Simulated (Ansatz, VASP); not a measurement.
## Mg3S2O: VASP beside Ansatz

```xyz
6
Lattice="4.8791 0.0000 0.0000 0.0000 4.8791 0.0000 0.0000 0.0000 4.9911" Properties=species:S:1:pos:R:3 pbc="T T T"
Mg    0.0000    2.4396    2.4956
Mg    2.4396    0.0000    2.4956
Mg    2.4396    2.4396    2.4956
S     2.4396    2.4396    0.0000
S     0.0000    0.0000    2.4956
O     0.0000    0.0000    0.0000
```

Alike in both runs: task single point; functional PBE; k mesh 4 × 4 × 4; occupations gaussian, width 0.1 eV; no spin polarisation.

|  | VASP | Ansatz |
| --- | --- | --- |
| version | VASP 6.6.1 | Ansatz 0.2.0 |
| potentials or method | VASP PAW PBE potentials, release 64 (Mg, S, O), cutoff 520 eV | scalar-relativistic, plane waves, PAW |
| valence electrons in the cell | 24 | 48 |

```csv
,VASP,Ansatz,Ansatz less VASP
gap on the k mesh at the Fermi level (eV),none,none,-
pressure (GPa),5.0,5.0,+0.04
"traceless stress, the component that is largest in VASP (GPa)",-23.44,-23.40,+0.039
```

A gap of «none» marks a metal or a gap that the smearing closes. With one functional, cell and mesh, what is left measures potentials, basis and numerics. VASP's potentials hold 24 valence electrons a cell and Ansatz's 48, so a difference there can come from the potentials and not from the codes.
